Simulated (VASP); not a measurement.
Input of a VASP 6.6.1 run:

File INCAR:

```
PREC = Accurate
ENCUT = 500
EDIFF = 1E-6
ISMEAR = -1
SIGMA = 0.06122561905347299
LREAL = False
LASPH = True
NELM = 120
ALGO = Normal
ISIF = 2
LWAVE = False
LCHARG = False
GGA = PE
NBANDS = 12
GGA_COMPAT = False
```

The input KPOINTS:

```
Automatic mesh
0
Gamma
  52 52 52
```

The input POSCAR:

```
Cr
1.0
    0.0000000000      1.8117406411      1.8117406411
    1.8117406411      0.0000000000      1.8117406411
    1.8117406411      1.8117406411      0.0000000000
Cr
1
Direct
    0.0000000000      0.0000000000      0.0000000000
```

Potentials or basis: VASP PAW PBE potentials, release 64 (Cr_pv).

Run with:

```console
$ cat potpaw_PBE.64/Cr_pv/POTCAR > POTCAR
$ mpirun -np 1 vasp_std > vasp.out
```

Task: Predict the band gap on the k mesh.

Result: Zero (bands 6 and 7 overlap by 2.92 eV).

Task: What does it give for the pressure?

Result: -0.7 GPa.

Caveat: the run has no spin polarisation, though such a crystal can be magnetic. Spin polarisation is off, so any magnetic state and its effect on volume and gap are missing.
